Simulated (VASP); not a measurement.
Ir: single point with LDA

Crystal: Ir.

```xyz
2
Lattice="2.7052 0.0000 0.0000 -1.3526 2.3428 0.0000 0.0000 0.0000 4.3862" Properties=species:S:1:pos:R:3 pbc="T T T"
Ir    1.3526    0.7809    3.2897
Ir    0.0000    1.5619    1.0966
```

This isn't the form of Ir at room conditions, which is fcc.

```json
{"Program": "VASP 6.6.1", "Task": "single point", "Functional": "LDA", "Potentials or basis": "VASP PAW LDA potentials, release 64 (Ir_sv_GW)", "Cutoff": "500 eV", "k mesh": "21 × 21 × 12", "Occupations": "gaussian, width 0.15 eV", "Spin": "collinear spin", "Starting moments": "[0.3, 0.3] μB", "Fixed moment": "0.6 μB"}
```

The pressure is -0.9 GPa. The net moment is 0.60 μB per cell, the site moments are Ir +0.30 μB and the valence electrons inside the program's atomic spheres are Ir 16.41.

Stress tensor (GPa, compression positive):
```
-0.69  0.00  0.00
 0.00 -0.69  0.00
 0.00  0.00 -1.22
```

It took 3.8 min on 1 thread of Intel(R) Xeon(R) Platinum 8488C (Sapphire Rapids), with other jobs on the host, peak memory 0.42 GiB.

Caveat: the total moment is fixed, so each spin has its own Fermi level.
